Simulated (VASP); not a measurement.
# Mo in VASP: further runs

The runs below take Mo through relaxation of cell and atoms, single point, with PBE.

Everything below comes from runs of VASP 6.6.1. Logs are shortened: lines on timing, memory, paths and dates and some standing lists are left out, and cuts for length are marked.

## (1) The cell of the first run

It takes space group Fd-3m (No. 227, cubic). The conventional cell has a = 5.687 Å, b = 5.687 Å, c = 5.687 Å, α = 90.00°, β = 90.00°, γ = 90.00°. Mo (site symmetry -43m) has 4 Mo at 2.46 Å within 3.3 Å.

## (2) Relaxation of cell and atoms, PBE

Contents of INCAR:

```
PREC = Accurate
ENCUT = 600
EDIFF = 1E-6
ISMEAR = 0
SIGMA = 0.1
LREAL = F
LASPH = T
NELM = 100
ALGO = Normal
ISIF = 3
LWAVE = F
LCHARG = F
GGA = PE
IBRION = 2
NSW = 100
EDIFFG = -0.01
```

Contents of KPOINTS:

```
regular mesh
0
Gamma
  12 12 12
```

Contents of POSCAR:

```
Mo
1.0
    0.0000000000      2.8432946083      2.8432946083
    2.8432946083      0.0000000000      2.8432946083
    2.8432946083      2.8432946083      0.0000000000
Mo
2
Direct
    0.0000000000      0.0000000000      0.0000000000
    0.2500000000      0.2500000000      0.2500000000
```

Potentials or basis: VASP PAW PBE potentials, release 64 (Mo_sv).

On the command line:

```sh
$ cat potpaw_PBE.64/Mo_sv/POTCAR > POTCAR
$ mpirun -np 1 vasp_std > vasp.out
```

OUTCAR:

```text
PREC = Accurate
   ENCUT = 600
   EDIFF = 1E-6
   ISMEAR = 0
   LREAL = F
   LASPH = T
   NELM = 100
   ISIF = 3
   GGA = PE
   IBRION = 2
   NSW = 100
   EDIFFG = -0.01

 ion  position               nearest neighbor table
   1  0.000  0.000  0.000-   2 2.46   2 2.46   2 2.46   2 2.46
   2  0.250  0.250  0.250-   1 2.46   1 2.46   1 2.46   1 2.46

  LATTYP: Found a face centered cubic cell.
 ALAT       =     5.6865892166

  Lattice vectors:

 A1 = (   0.0000000000,   2.8432946083,   2.8432946083)
 A2 = (   2.8432946083,   0.0000000000,   2.8432946083)
 A3 = (   2.8432946083,   2.8432946083,   0.0000000000)

Analysis of symmetry for initial positions (statically):
=====================================================================
 Subroutine PRICEL returns:
 Original cell was already a primitive cell.

 Routine SETGRP: Setting up the symmetry group for a
 face centered cubic supercell.

 Subroutine GETGRP returns: Found 48 space group operations
 (whereof 24 operations were pure point group operations)
 out of a pool of 48 trial point group operations.

The static configuration has the point symmetry T_d .
 The point group associated with its full space group is O_h .

Analysis of symmetry for dynamics (positions and initial velocities):
=====================================================================
 Subroutine PRICEL returns:
 Original cell was already a primitive cell.

 Routine SETGRP: Setting up the symmetry group for a
 face centered cubic supercell.

 Subroutine GETGRP returns: Found 48 space group operations
 (whereof 24 operations were pure point group operations)
 out of a pool of 48 trial point group operations.

The dynamic configuration has the point symmetry T_d .
 The point group associated with its full space group is O_h .

 Subroutine INISYM returns: Found 48 space group operations
 (whereof 24 operations are pure point group operations),
 and found     1 'primitive' translations

----------------------------------------------------------------------------------------

                                     Primitive cell

  volume of cell :      45.9722

  direct lattice vectors                    reciprocal lattice vectors
     0.000000000  2.843294608  2.843294608    -0.175852336  0.175852336  0.175852336
     2.843294608  0.000000000  2.843294608     0.175852336 -0.175852336  0.175852336
     2.843294608  2.843294608  0.000000000     0.175852336  0.175852336 -0.175852336

  length of vectors
     4.021025797  4.021025797  4.021025797     0.304585181  0.304585181  0.304585181

  position of ions in fractional coordinates (direct lattice)
     0.000000000  0.000000000  0.000000000
     0.250000000  0.250000000  0.250000000

  ion indices of the primitive-cell ions
   primitive index   ion index
                 1           1
                 2           2

----------------------------------------------------------------------------------------

 KPOINTS: regular mesh

Automatic generation of k-mesh.
 Grid dimensions read from file:
 generate k-points for:   12   12   12

 Generating k-lattice:

  Cartesian coordinates                     Fractional coordinates (reciprocal lattice)
    -0.014654361  0.014654361  0.014654361     0.083333333  0.000000000  0.000000000
     0.014654361 -0.014654361  0.014654361     0.000000000  0.083333333  0.000000000
     0.014654361  0.014654361 -0.014654361     0.000000000  0.000000000  0.083333333

  Length of vectors
     0.025382098  0.025382098  0.025382098

  Shift w.r.t. Gamma in fractional coordinates (k-lattice)
     0.000000000  0.000000000  0.000000000

 Subroutine IBZKPT returns following result:
 ===========================================

 Found     72 irreducible k-points:

 Following reciprocal coordinates:
            Coordinates               Weight
  0.000000  0.000000  0.000000      1.000000
  0.083333  0.000000  0.000000      8.000000
  0.166667  0.000000  0.000000      8.000000
  0.250000  0.000000  0.000000      8.000000
  0.333333  0.000000  0.000000      8.000000
  0.416667  0.000000  0.000000      8.000000
[... 16 lines left out ...]
  0.500000  0.166667  0.000000     24.000000
 -0.416667  0.166667  0.000000     24.000000
 [... further k-points ...]
   k-points           NKPTS =     72   k-points in BZ     NKDIM =     72   number of bands    NBANDS=     18
   number of dos      NEDOS =    301   number of ions     NIONS =      2
   total plane-waves  NPLWV =  32768
   dimension x,y,z NGX =    32 NGY =   32 NGZ =   32
   dimension x,y,z NGXF=    64 NGYF=   64 NGZF=   64
   ions per type =               2
   NGX,Y,Z   is equivalent  to a cutoff of  13.23, 13.23, 13.23 a.u.
   NGXF,Y,Z  is equivalent  to a cutoff of  26.46, 26.46, 26.46 a.u.
 SYSTEM =  unknown system
   PREC   = accura    normal or accurate (medium, high low for compatibility)
   ISTART =      0    job   : 0-new  1-cont  2-samecut
   ICHARG =      2    charge: 1-file 2-atom 10-const
   ISPIN  =      1    spin polarized calculation?
   LNONCOLLINEAR =      F non collinear calculations
   LSORBIT =      F    spin-orbit coupling
   LASPH  =      T    aspherical Exc in radial PAW
   ENCUT  =  600.0 eV  44.10 Ry    6.64 a.u.   8.03  8.03  8.03*2*pi/ulx,y,z
   NELM   =    100;   NELMIN=  2; NELMDL= -5     # of ELM steps
   EDIFF  = 0.1E-05   stopping-criterion for ELM
   LREAL  =      F    real-space projection
   EDIFFG = -.1E-01   stopping-criterion for IOM
   NSW    =    100    number of steps for IOM
   IBRION =      2    ionic relax: 0-MD 1-quasi-New 2-CG
   NFREE  =      1    steps in history (QN), initial steepest desc. (CG)
   ISIF   =      3    stress and relaxation
   ISYM   =      2    0-nonsym 1-usesym 2-fastsym
   POTIM  = 0.5000    time-step for ionic-motion
   TEBEG  =    0.0;   TEEND  =   0.0 temperature during run
   PSTRESS=    0.0 pullay stress
   NELECT =      28.0000    total number of electrons
   NUPDOWN=      -1.0000    fix difference up-down
   EMIN   =  10.00;   EMAX   =-10.00  energy-range for DOS
   EFERMI =   0.00;   METHOD = LEGACY
   ISMEAR =     0;   SIGMA  =   0.10  broadening in eV -4-tet -1-fermi 0-gaus
   EFERMI_NEDOS =   21; number of points for ismear=-14 and -15
   IALGO  =     38    algorithm
   IMIX   =      4    mixing-type and parameters
     AMIX     =   0.40;   BMIX     =  1.00
     AMIX_MAG =   1.60;   BMIX_MAG =  1.00
  volume/ion in A,a.u.               =      22.99       155.12
  Fermi-wavevector in a.u.,A,eV,Ry     =   1.387700  2.622373 26.200900  1.925712
  Thomas-Fermi vector in A             =   2.511896
   LORBIT       =      0    0 simple, 1 ext, 2 COOP (PROOUT), +10 PAW based schemes
   GGA     = PE    functional components
   LHFCALC =     F    Hartree Fock is set to
   AEXX    =    0.0000 exact exchange contribution
   IVDW    =     0    specifies the selected vdW correction
   LEPSILON=     F    determine dielectric tensor
   LRPA    =     F    only Hartree local field effects (RPA)
 conjugate gradient relaxation of ions
 non-spin polarized calculation
 Gauss-broadening in eV      SIGMA  =   0.10
  energy-cutoff  :      600.00
  volume of cell :       45.97
 maximum number of plane-waves:      1552
   NGX = 17   NGY = 17   NGZ = 17

--------------------------------------- Ionic step        1  -------------------------------------------

 number of electron      28.0000004 magnetization

 Free energy of the ion-electron system (eV)
  ---------------------------------------------------
  ext. energy  EPLUGINS =         0.00000000
  ---------------------------------------------------
  free energy    TOTEN  =       -17.42061297 eV

  energy without entropy =      -17.40689029  energy(sigma->0) =      -17.41375163

------------------------ aborting loop because EDIFF is reached ----------------------------------------

  FORCE on cell =-STRESS in cart. coord.  units (eV):
  Direction    XX          YY          ZZ          XY          YZ          ZX
  --------------------------------------------------------------------------------------
  -------------------------------------------------------------------------------------
  Total        0.1061592      0.1061592      0.1061592      0.0000000      0.0000000      0.0000000
  in kB        3.6997506      3.6997506      3.6997506      0.0000000      0.0000000      0.0000000
  external PRESSURE =       3.6997506 kB  Pullay stress =       0.0000000 kB
[... 93 lines left out ...]
  energy  without entropy=      -17.4070510243  energy(sigma->0) =      -17.41393078

--------------------------------------- Ionic step        4  -------------------------------------------

 number of electron      28.0000004 magnetization

 Free energy of the ion-electron system (eV)
  ---------------------------------------------------
  ext. energy  EPLUGINS =         0.00000000
  ---------------------------------------------------
  free energy    TOTEN  =       -17.42079877 eV

  energy without entropy =      -17.40705025  energy(sigma->0) =      -17.41392451

 E-fermi :   6.8705     XC(G=0): -10.8406

 val. band max:        6.8594891052   @ k =  -0.1667   0.2500   0.0833
 cond. band min:       6.8841827222   @ k =   0.3333   0.0833   0.0000
 fundamental gap:      0.0246936171
 Fermi energy:         6.8704515791

 k-point     1 :       0.0000    0.0000    0.0000
  band No.  band energies     occupation
      1     -53.5835      2.00000
      2     -52.9085      2.00000
      3     -27.9816      2.00000
      4     -27.9816      2.00000
      5     -27.9816      2.00000
      6     -26.8827      2.00000
[... 10 lines left out ...]
     17       8.1680      0.00000
     18      11.2059      0.00000
[... 466 lines left out ...]
      2     -53.1093      2.00000
      3     -28.2096      2.00000
      4     -28.1338      2.00000
      5     -27.8201      2.00000
      6     -27.0388      2.00000
[... 10 lines left out ...]
     17       8.9530      0.00000
     18      10.2699      0.00000

 [... further k-points ...]
[... 5 lines left out ...]
  --------------------------------------------------------------------------------------
  -------------------------------------------------------------------------------------
  Total        0.0196695      0.0196695      0.0196695     -0.0000000      0.0000000      0.0000000
  in kB        0.6836604      0.6836604      0.6836604     -0.0000000      0.0000000      0.0000000
  external PRESSURE =       0.6836604 kB  Pullay stress =       0.0000000 kB
[... 17 lines left out ...]
  FREE ENERGIE OF THE ION-ELECTRON SYSTEM (eV)
  ---------------------------------------------------
  free  energy   TOTEN  =       -17.4207987655 eV

  energy  without entropy=      -17.4070502543  energy(sigma->0) =      -17.41392451

 reached required accuracy - stopping structural energy minimisation
```

Wall time 80 s (1 thread of Intel Xeon Platinum 8259CL at 2.50GHz (Skylake/Cascade Lake), shared host); peak memory 0.21 GiB.

Results:

```yaml
Free_energy: -17.4208 eV
Relaxed_volume: 23.05 Å³/atom
Relaxed_cell: a = 4.025 Å, b = 4.025 Å, c = 4.025 Å, α = 60.00°, β = 60.00°, γ = 60.00°
Space_group_after_relaxing_to_0.05_Å: Fd-3m (No. 227)
Energy_gained_by_relaxing: 0.1 meV/atom
Ionic_steps: 4
Pressure_after_relaxing: 0.1 GPa
Band_gap_on_the_k_mesh: zero (band 14 reaches 7.13 eV, above the bottom of band 15 at 6.67 eV)
```

The path:
```tsv
step	energy change (eV)	largest force (eV/Å)	pressure (GPa)	volume (Å³)
1	0.0000	0.0000	0.37	45.97
2	0.0001	0.0000	-0.44	46.33
3	-0.0002	0.0000	-0.13	46.14
4	-0.0002	0.0000	0.07	46.10
```

Final structure:
```xyz
2
Lattice="0.0000 2.8458 2.8458 2.8458 0.0000 2.8458 2.8458 2.8458 0.0000" Properties=species:S:1:pos:R:3 pbc="T T T"
Mo    0.0000    0.0000    0.0000
Mo    1.4229    1.4229    1.4229
```

## (3) Single point, PBE

Contents of INCAR:

```
SYSTEM = Mo
PREC     = Accurate       ! precision mode
ENCUT    = 520            ! plane-wave cutoff, eV
EDIFF    = 1E-7           ! SCF threshold, eV
ISMEAR   = 0              ! smearing method
SIGMA    = 0.1            ! smearing width, eV
LREAL    = .False.        ! projectors in reciprocal space
LASPH    = .True.         ! aspherical terms in the spheres
NELM     = 100            ! most SCF steps
ALGO     = Normal         ! electronic algorithm
ISIF     = 2              ! what is computed and relaxed
LWAVE    = .False.        ! write WAVECAR
LCHARG   = .False.        ! write CHGCAR
GGA      = PE             ! functional
NBANDS   = 21             ! bands
```

Contents of KPOINTS:

```
Automatic mesh
0
Gamma
  12 12 12
  0 0 0
```

POSCAR is that of step 2.

Potentials or basis: VASP PAW PBE potentials, release 64 (Mo_sv).

On the command line:

```sh
$ cat potpaw_PBE.64/Mo_sv/POTCAR > POTCAR
$ mpirun -np 1 vasp_std > vasp.out
```

It took 35 s on 1 thread of Intel Xeon 6975P-C (Granite Rapids), shared host; peak memory 0.2 GiB.

The run converged. Its results:

* Free energy: -17.4212 eV
* Pressure: 0.4 GPa
* Band gap on the k mesh: zero (band 14 reaches 7.16 eV, above the bottom of band 15 at 6.69 eV)

Levels at points of the mesh, in eV from the Fermi level:
```
           k point  band 10  band 11  band 12  band 13  band 14  band 15  band 16  band 17  band 18  band 19
(0.00, 0.00, 0.00)    -2.21    -2.21    -1.34    -1.34    -1.34     1.30     1.30     1.30     4.35     4.35
(0.50, 0.00, 0.00)    -2.14    -1.96    -1.96    -1.59    -1.59     0.34     2.27     2.27     3.63     3.63
(0.50, 0.50, 0.00)    -3.00    -1.54    -1.54    -0.03    -0.03     0.57     0.57     3.94     3.94     4.94
```

[end of part 1 of 3]
